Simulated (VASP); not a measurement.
Runs of VASP 6.6.1 on Ca2Pd (fluorite type). The structure is that of space group Fm-3m (No. 225), or close to it. The cells are those of the table. 

| task | cell | cutoff (eV) | k mesh for the DOS | occupations for the DOS | gap on the mesh (eV) | pressure (GPa) |
| --- | --- | --- | --- | --- | --- | --- |
| single point | a = 4.148 Å, angles 60.0°, 3 atoms | 500 | - | - | none | (a) |
| electric field gradients | a = 4.918 Å, angles 60.0°, 3 atoms | 400 | - | - | none | 0.0 |
| single point | a = 3.904 Å, angles 60.0°, 3 atoms | 500 | - | - | none | 104.4 |
| single point | a = 4.918 Å, angles 60.0°, 3 atoms | 500 | - | - | none | 0.1 |

Alike in all rows: level PBEsol; potentials or basis VASP PAW PBE potentials, release 64 (Pd, Ca_sv); no spin polarisation; k mesh 9 × 9 × 9; smearing fermi-dirac 0.05 eV.

Q: Fill in the values left out.

A: (a) 53.7.

Caveats: the PAW data sets were made with another functional, which shifts forces and pressure a little.

A k mesh can miss the band edges, and the runs leave out spin-orbit coupling on Pd.

A gap of «none» marks levels without a gap at the run's occupations.
